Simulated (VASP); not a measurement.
Here is a VASP 6.6.1 calculation.

File INCAR:

```
SYSTEM = Cd
PREC = Accurate
ENCUT = 630
EDIFF = 1E-6
ISMEAR = 0
SIGMA = 0.1
LREAL = .FALSE.
LASPH = .TRUE.
NELM = 120
ALGO = Normal
ISIF = 2
LWAVE = .FALSE.
LCHARG = .FALSE.
NBANDS = 27
GGA_COMPAT = .FALSE.
```

Contents of KPOINTS:

```
Automatic mesh
0
G
  13 13 6
  0 0 0
```

POSCAR

```
Cd
1.0
    2.8818641727      0.0000000000      0.0000000000
   -1.4409320863      2.4957675838      0.0000000000
    0.0000000000      0.0000000000      5.6383707528
Cd
2
Direct
    0.3333333333      0.6666666667      0.2500000000
    0.6666666667      0.3333333333      0.7500000000
```

Potentials or basis: VASP PAW LDA potentials, release 64 (Cd_sv_GW).

The run is started by

```bash
$ cat potpaw_LDA.64/Cd_sv_GW/POTCAR > POTCAR
$ mpirun -np 1 vasp_std > vasp.out
```

Question: Estimate the pressure.

Answer: 0.0 GPa.

Question: What does it give for the band gap on the k mesh?

Answer: Zero (bands 20 and 21 overlap by 4.68 eV).

Stress tensor (GPa, compression positive):
```
 1.14  0.00  0.00
 0.00  1.14  0.00
 0.00  0.00 -2.29
```
